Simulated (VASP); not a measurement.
**Ca3Si2N: single point with PBE**

Ca3Si2N:

```
CELL_PARAMETERS angstrom
4.82084 0.00000 0.00000
-2.41042 4.17497 0.00000
0.00000 0.00000 6.36562
ATOMIC_POSITIONS crystal
Ca 0.00000 0.00000 0.50000
Ca 0.33333 0.66667 0.00000
Ca 0.33333 0.66667 0.50000
Si 0.66667 0.33333 0.30956
Si 0.66667 0.33333 0.69044
N 0.00000 0.00000 0.00000
```

The cell was generated, and may not be a known phase.

```json
{
  "Program": "VASP 6.6.1",
  "Task": "single point",
  "Functional": "PBE",
  "Potentials or basis": "VASP PAW PBE potentials, release 64 (Ca_sv, Si, N)",
  "Cutoff": "520 eV",
  "k mesh": "12 × 12 × 6",
  "Occupations": "gaussian, width 0.1 eV",
  "Spin": "no spin polarisation"
}
```

```
Pressure               : 0.1 GPa
Largest force          : 0.006 eV/Å
Band gap on the k mesh : zero (an odd number of electrons rules out a gap without spin polarisation)
```

Forces in eV/Å, atoms in the order of the input:
```
Ca   0.000  0.000  0.000
Ca   0.000  0.000  0.000
Ca   0.000  0.000  0.000
Si   0.000  0.000 -0.006
Si   0.000  0.000  0.006
N    0.000  0.000  0.000
```

Stress tensor (GPa, compression positive):
```
0.18 0.00 0.00
0.00 0.18 0.00
0.00 0.00 0.03
```

Levels at points of the mesh, in eV from the Fermi level:
```
           k point  band 19  band 20  band 21  band 22  band 23  band 24
(0.00, 0.00, 0.00)    -0.95    -0.95    -0.42     0.32     0.32     0.82
(0.50, 0.00, 0.00)    -1.85    -1.00    -0.56     0.00     0.42     0.63
(0.00, 0.00, 0.50)    -1.43    -1.43     0.42     0.54     0.54     1.89
(0.50, 0.00, 0.50)    -1.67    -1.38    -0.21    -0.21     0.21     0.95
```

Run time: 2.7 min on 1 thread of Intel(R) Xeon(R) 6975P-C (Granite Rapids), on a shared host, peak memory 0.41 GiB.
